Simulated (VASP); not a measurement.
The system is I.

```
I
1.0
     4.34289    0.00000    0.00000
    -2.17144    3.76105    0.00000
     0.00000    0.00000   11.82819
I
4
Cartesian
  0.0000 0.0000 2.9570
  0.0000 0.0000 8.8711
  0.0000 2.5074 8.8711
  2.1714 1.2537 2.9570
```

| Item | Value |
| --- | --- |
| Program | VASP 6.6.1 |
| Task | relaxation of cell and atoms |
| Functional | r2SCAN |
| Potentials or basis | VASP PAW PBE potentials, release 64 (I) |
| Cutoff | 600 eV |
| k mesh | 6 × 6 × 2 |
| Occupations | gaussian, width 0.1 eV |
| Spin | no spin polarisation |

At the start: pressure 30.2 GPa; volume 48.30 Å³/atom.

Q: How do energy, volume and symmetry change on relaxing?

A: Over 7 steps the energy falls by 2481.1 meV/atom and the volume is 78.64 Å³/atom (+62.8 %); space group P6_3/mmc (No. 194, to 0.1 Å) before and after.

Step by step:
```csv
step,energy change (eV),largest force (eV/Å),pressure (GPa),volume (Å³)
1,0.0000,0.0000,30.20,193.20
2,-7.1324,0.0000,-1.19,531.21
3,-7.6141,0.0000,-1.42,491.38
4,-8.1482,0.0000,-1.61,453.51
5,-9.9193,0.0000,0.20,309.74
6,-9.9129,0.0000,-0.35,321.60
7,-9.9242,0.0000,-0.04,314.55
```

Final structure:
```yaml
crystal:
  lattice:
    - [5.54396, 0.00000, 0.00000]
    - [-2.77198, 4.80121, 0.00000]
    - [0.00000, 0.00000, 11.81749]
  atoms:
    - { symbol: I, position: [0.00000, 0.00000, 0.25000] }
    - { symbol: I, position: [0.00000, 0.00000, 0.75000] }
    - { symbol: I, position: [0.33333, 0.66667, 0.75000] }
    - { symbol: I, position: [0.66667, 0.33333, 0.25000] }
```

Caveat: the volume moved by over 15 % at a fixed basis, so the end points are rough; the relaxation moved the vacuum too, so the length across it says nothing of the material; the PAW data sets were made with another functional, which shifts forces and pressure a little.
